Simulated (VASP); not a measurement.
# LiBr (Fm-3m) in VASP: settings compared

LiBr is run at these levels: LDA, PBEsol, PBE; tasks: single point.

Program: VASP 6.6.1. These are calculated values, not measurements. Logs are shortened: lines on timing, memory, paths and dates and some standing lists are left out, and cuts for length are marked.

## (1) The cell of the first run

It takes space group Fm-3m (No. 225, cubic). The conventional cell has a = 5.311 Å, b = 5.311 Å, c = 5.311 Å, α = 90.00°, β = 90.00°, γ = 90.00°. Li (site symmetry m-3m) has 6 Br at 2.66 Å within 3.5 Å. Within 3.5 Å of Br (site symmetry m-3m) lie 6 Li at 2.66 Å.

## (2) Single point, LDA

INCAR

```
  PREC = Accurate
  ENCUT = 750
  EDIFF = 1E-6
  ISMEAR = -1
  SIGMA = 0.02
  LREAL = F
  LASPH = T
  NELM = 120
  ALGO = Normal
  ISIF = 2
  LWAVE = F
  LCHARG = T
  GGA = CA
  LELF = T
  LVHAR = T
  NBANDS = 12
  GGA_COMPAT = F
```

KPOINTS

```
Automatic mesh
0
Gamma
  8 8 8
```

POSCAR

```
LiBr
1.0
    0.0000000000      2.6553410386      2.6553410386
    2.6553410386      0.0000000000      2.6553410386
    2.6553410386      2.6553410386      0.0000000000
Li Br
1 1
Direct
    0.0000000000      0.0000000000      0.0000000000
    0.5000000000      0.5000000000      0.5000000000
```

Potentials or basis: VASP PAW LDA potentials, release 64 (Li_sv, Br).

Run with:

```sh
> cat potpaw_LDA.64/Li_sv/POTCAR potpaw_LDA.64/Br/POTCAR > POTCAR
> mpirun -np 1 vasp_std > vasp.out
```

OUTCAR:

```text
PREC = Accurate
   ENCUT = 750
   EDIFF = 1E-6
   ISMEAR = -1
   LREAL = F
   LASPH = T
   NELM = 120
   ISIF = 2
   GGA = CA

 ion  position               nearest neighbor table
   1  0.000  0.000  0.000-   2 2.66   2 2.66   2 2.66   2 2.66   2 2.66   2 2.66
   2  0.500  0.500  0.500-   1 2.66   1 2.66   1 2.66   1 2.66   1 2.66   1 2.66

  LATTYP: Found a face centered cubic cell.
 ALAT       =     5.3106820772

  Lattice vectors:

 A1 = (   0.0000000000,   2.6553410386,   2.6553410386)
 A2 = (   2.6553410386,   0.0000000000,   2.6553410386)
 A3 = (   2.6553410386,   2.6553410386,   0.0000000000)

Analysis of symmetry for initial positions (statically):
=====================================================================
 Subroutine PRICEL returns:
 Original cell was already a primitive cell.

 Routine SETGRP: Setting up the symmetry group for a
 face centered cubic supercell.

 Subroutine GETGRP returns: Found 48 space group operations
 (whereof 48 operations were pure point group operations)
 out of a pool of 48 trial point group operations.

The static configuration has the point symmetry O_h .

Analysis of symmetry for dynamics (positions and initial velocities):
=====================================================================
 Subroutine PRICEL returns:
 Original cell was already a primitive cell.

 Routine SETGRP: Setting up the symmetry group for a
 face centered cubic supercell.

 Subroutine GETGRP returns: Found 48 space group operations
 (whereof 48 operations were pure point group operations)
 out of a pool of 48 trial point group operations.

The dynamic configuration has the point symmetry O_h .

 Subroutine INISYM returns: Found 48 space group operations
 (whereof 48 operations are pure point group operations),
 and found     1 'primitive' translations

----------------------------------------------------------------------------------------

                                     Primitive cell

  volume of cell :      37.4447

  direct lattice vectors                    reciprocal lattice vectors
     0.000000000  2.655341039  2.655341039    -0.188299730  0.188299730  0.188299730
     2.655341039  0.000000000  2.655341039     0.188299730 -0.188299730  0.188299730
     2.655341039  2.655341039  0.000000000     0.188299730  0.188299730 -0.188299730

  length of vectors
     3.755219310  3.755219310  3.755219310     0.326144699  0.326144699  0.326144699

  position of ions in fractional coordinates (direct lattice)
     0.000000000  0.000000000  0.000000000
     0.500000000  0.500000000  0.500000000

  ion indices of the primitive-cell ions
   primitive index   ion index
                 1           1
                 2           2

----------------------------------------------------------------------------------------

 KPOINTS: Automatic mesh

Automatic generation of k-mesh.
 Grid dimensions read from file:
 generate k-points for:    8    8    8

 Generating k-lattice:

  Cartesian coordinates                     Fractional coordinates (reciprocal lattice)
    -0.023537466  0.023537466  0.023537466     0.125000000  0.000000000  0.000000000
     0.023537466 -0.023537466  0.023537466     0.000000000  0.125000000  0.000000000
     0.023537466  0.023537466 -0.023537466     0.000000000  0.000000000  0.125000000

  Length of vectors
     0.040768087  0.040768087  0.040768087

  Shift w.r.t. Gamma in fractional coordinates (k-lattice)
     0.000000000  0.000000000  0.000000000

 Subroutine IBZKPT returns following result:
 ===========================================

 Found     29 irreducible k-points:

 Following reciprocal coordinates:
            Coordinates               Weight
  0.000000  0.000000  0.000000      1.000000
  0.125000  0.000000  0.000000      8.000000
  0.250000  0.000000  0.000000      8.000000
  0.375000  0.000000  0.000000      8.000000
  0.500000  0.000000  0.000000      4.000000
  0.125000  0.125000  0.000000      6.000000
[... 16 lines left out ...]
  0.500000  0.250000  0.125000     48.000000
 -0.375000  0.250000  0.125000     24.000000
 [... further k-points ...]
   k-points           NKPTS =     29   k-points in BZ     NKDIM =     29   number of bands    NBANDS=     12
   number of dos      NEDOS =    301   number of ions     NIONS =      2
   total plane-waves  NPLWV =  46656
   dimension x,y,z NGX =    36 NGY =   36 NGZ =   36
   dimension x,y,z NGXF=    72 NGYF=   72 NGZF=   72
   ions per type =               1   1
   NGX,Y,Z   is equivalent  to a cutoff of  15.94, 15.94, 15.94 a.u.
   NGXF,Y,Z  is equivalent  to a cutoff of  31.87, 31.87, 31.87 a.u.
 SYSTEM =  unknown system
   PREC   = accura    normal or accurate (medium, high low for compatibility)
   ISTART =      0    job   : 0-new  1-cont  2-samecut
   ICHARG =      2    charge: 1-file 2-atom 10-const
   ISPIN  =      1    spin polarized calculation?
   LNONCOLLINEAR =      F non collinear calculations
   LSORBIT =      F    spin-orbit coupling
   LASPH  =      T    aspherical Exc in radial PAW
   ENCUT  =  750.0 eV  55.12 Ry    7.42 a.u.   8.39  8.39  8.39*2*pi/ulx,y,z
   NELM   =    120;   NELMIN=  2; NELMDL= -5     # of ELM steps
   EDIFF  = 0.1E-05   stopping-criterion for ELM
   LREAL  =      F    real-space projection
   EDIFFG = 0.1E-04   stopping-criterion for IOM
   NSW    =      0    number of steps for IOM
   IBRION =     -1    ionic relax: 0-MD 1-quasi-New 2-CG
   NFREE  =      0    steps in history (QN), initial steepest desc. (CG)
   ISIF   =      2    stress and relaxation
   ISYM   =      2    0-nonsym 1-usesym 2-fastsym
   POTIM  = 0.5000    time-step for ionic-motion
   TEBEG  =    0.0;   TEEND  =   0.0 temperature during run
   PSTRESS=    0.0 pullay stress
   NELECT =      10.0000    total number of electrons
   NUPDOWN=      -1.0000    fix difference up-down
   EMIN   =  10.00;   EMAX   =-10.00  energy-range for DOS
   EFERMI =   0.00;   METHOD = LEGACY
   ISMEAR =    -1;   SIGMA  =   0.02  broadening in eV -4-tet -1-fermi 0-gaus
   EFERMI_NEDOS =   21; number of points for ismear=-14 and -15
   IALGO  =     38    algorithm
   IMIX   =      4    mixing-type and parameters
     AMIX     =   0.40;   BMIX     =  1.00
     AMIX_MAG =   1.60;   BMIX_MAG =  1.00
  volume/ion in A,a.u.               =      18.72       126.34
  Fermi-wavevector in a.u.,A,eV,Ry     =   1.054252  1.992248 15.122165  1.111448
  Thomas-Fermi vector in A             =   2.189405
   LORBIT       =      0    0 simple, 1 ext, 2 COOP (PROOUT), +10 PAW based schemes
   GGA     = CA    functional components
   LHFCALC =     F    Hartree Fock is set to
   AEXX    =    0.0000 exact exchange contribution
   IVDW    =     0    specifies the selected vdW correction
   LEPSILON=     F    determine dielectric tensor
   LRPA    =     F    only Hartree local field effects (RPA)
 non-spin polarized calculation
  energy-cutoff  :      750.00
  volume of cell :       37.44
 maximum number of plane-waves:      1807
 NGX is ok and might be reduce to    36
   NGX = 17   NGY = 17   NGZ = 17

 number of electron      10.0000000 magnetization

 Free energy of the ion-electron system (eV)
  ---------------------------------------------------
  ext. energy  EPLUGINS =         0.00000000
  ---------------------------------------------------
  free energy    TOTEN  =        -7.37222176 eV

  energy without entropy =       -7.37222176  energy(sigma->0) =       -7.37222176

 E-fermi :   1.6848     XC(G=0):  -9.2259

 val. band max:        1.0944633059   @ k =   0.0000   0.0000   0.0000
 cond. band min:       6.2596948973   @ k =   0.0000   0.0000   0.0000
 fundamental gap:      5.1652315914
 Fermi energy:         1.6848261370

 k-point     1 :       0.0000    0.0000    0.0000
  band No.  band energies     occupation
      1     -42.1162      2.00000
      2     -12.7566      2.00000
      3       1.0945      2.00000
      4       1.0945      2.00000
      5       1.0945      2.00000
      6       6.2597      0.00000
      7      11.5280      0.00000
      8      11.5280      0.00000
      9      11.5280      0.00000
     10      13.4783      0.00000
     11      13.4783      0.00000
     12      13.4783      0.00000

 k-point     2 :       0.1250    0.0000    0.0000
  band No.  band energies     occupation
      1     -42.1159      2.00000
      2     -12.6756      2.00000
      3       0.3971      2.00000
      4       1.0427      2.00000
      5       1.0427      2.00000
      6       6.8027      0.00000
      7      10.7979      0.00000
      8      11.3804      0.00000
      9      11.3804      0.00000
     10      12.5424      0.00000
     11      12.5424      0.00000
     12      13.8599      0.00000

 k-point     3 :       0.2500    0.0000    0.0000
  band No.  band energies     occupation
      1     -42.1151      2.00000
      2     -12.4682      2.00000
      3      -0.8898      2.00000
      4       0.9265      2.00000
      5       0.9265      2.00000
      6       7.0899      0.00000
      7      10.1781      0.00000
      8      10.1781      0.00000
      9      11.0980      0.00000
     10      13.5509      0.00000
     11      13.5509      0.00000
     12      14.2924      0.00000
[... 286 lines left out ...]
 k-point    23 :       0.5000    0.2500    0.1250
  band No.  band energies     occupation
      1     -42.1139      2.00000
      2     -12.1019      2.00000
      3      -1.7402      2.00000
      4      -0.4460      2.00000
      5       0.4610      2.00000
      6       8.2717      0.00000
      7       8.9503      0.00000
      8      10.2339      0.00000
      9      11.4663      0.00000
     10      14.0773      0.00000
     11      16.8572      0.00000
     12      17.3497      0.00000

 k-point    24 :      -0.3750    0.2500    0.1250
  band No.  band energies     occupation
      1     -42.1136      2.00000
      2     -12.0156      2.00000
      3      -2.0101      2.00000
      4      -0.5596      2.00000
      5       0.3478      2.00000
      6       8.0712      0.00000
      7       8.9320      0.00000
      8      10.3356      0.00000
      9      12.2299      0.00000
     10      14.8952      0.00000
     11      15.4313      0.00000
     12      18.2405      0.00000

 [... further k-points ...]

------------------------ aborting loop because EDIFF is reached ----------------------------------------

  FORCE on cell =-STRESS in cart. coord.  units (eV):
  Direction    XX          YY          ZZ          XY          YZ          ZX
  --------------------------------------------------------------------------------------
  -------------------------------------------------------------------------------------
  Total       -0.0062032     -0.0062032     -0.0062032     -0.0000000     -0.0000000      0.0000000
  in kB       -0.2654227     -0.2654227     -0.2654227     -0.0000000     -0.0000000      0.0000000
  external PRESSURE =      -0.2654227 kB  Pullay stress =       0.0000000 kB

 VOLUME and BASIS-vectors are now :
 -----------------------------------------------------------------------------
  energy-cutoff  :      750.00
  volume of cell :       37.44
      direct lattice vectors                 reciprocal lattice vectors
     0.000000000  2.655341039  2.655341039    -0.188299730  0.188299730  0.188299730
     2.655341039  0.000000000  2.655341039     0.188299730 -0.188299730  0.188299730
     2.655341039  2.655341039  0.000000000     0.188299730  0.188299730 -0.188299730

 POSITION                                       TOTAL-FORCE (eV/Angst)
 -----------------------------------------------------------------------------------
      0.00000      0.00000      0.00000         0.000000     -0.000000      0.000000
      2.65534      2.65534      2.65534        -0.000000      0.000000     -0.000000
 -----------------------------------------------------------------------------------
    total drift:                                0.000000      0.000000      0.000000

  FREE ENERGIE OF THE ION-ELECTRON SYSTEM (eV)
  ---------------------------------------------------
  free  energy   TOTEN  =        -7.3722217600 eV

  energy  without entropy=       -7.3722217600  energy(sigma->0) =       -7.37222176
```

It took 11 s on 1 thread of AMD EPYC 9R45 (Zen 5), shared host; peak memory 0.14 GiB.

What came out:

```yaml
Free_energy: -7.3722 eV
Pressure: 0.0 GPa
Band_gap_on_the_k_mesh: 5.17 eV, direct
```

A k mesh can miss the band edges.

[end of part 1 of 2]
